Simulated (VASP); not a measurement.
A run of VASP 6.6.1 is set up as follows.

POSCAR

```
B
1.0
    0.0000000000      2.0271810078      2.0271810078
    2.0271810078      0.0000000000      2.0271810078
    2.0271810078      2.0271810078      0.0000000000
B
2
Direct
    0.1250000000      0.1250000000      0.1250000000
    0.8750000000      0.8750000000      0.8750000000
```

File INCAR.step1:

```
PREC = Accurate
ENCUT = 520
ISMEAR = -1
SIGMA = 0.1
LREAL = False
LASPH = True
NELM = 80
NBANDS = 10
GGA = PE
ALGO = Normal
EDIFF = 1E-4
LWAVE = True
LCHARG = False
```

File INCAR.step2:

```
PREC = Accurate
ENCUT = 520
EDIFF = 1E-6
ISMEAR = -1
SIGMA = 0.1
LREAL = False
LASPH = True
NELM = 80
ALGO = Normal
ISIF = 2
LWAVE = False
LCHARG = True
METAGGA = R2SCAN
LMIXTAU = True
LELF = True
LVHAR = True
NBANDS = 10
ISTART = 1
```

KPOINTS

```
regular mesh
0
Gamma
  15 15 15
```

Potentials or basis: VASP PAW PBE potentials, release 64 (B).

The run is started by

```bash
$ cat potpaw_PBE.64/B/POTCAR > POTCAR
$ cp INCAR.step1 INCAR
$ mpirun -np 1 vasp_std > vasp.out
$ cp INCAR.step2 INCAR
$ mpirun -np 1 vasp_std > vasp.out
```

Question: Estimate the band gap on the k mesh.

Answer: Zero (band 3 reaches 8.05 eV, above the bottom of band 4 at 0.96 eV).

Question: Estimate the pressure.

Answer: -0.1 GPa.

Caveat: the PAW data sets were made with another functional, which shifts forces and pressure a little.
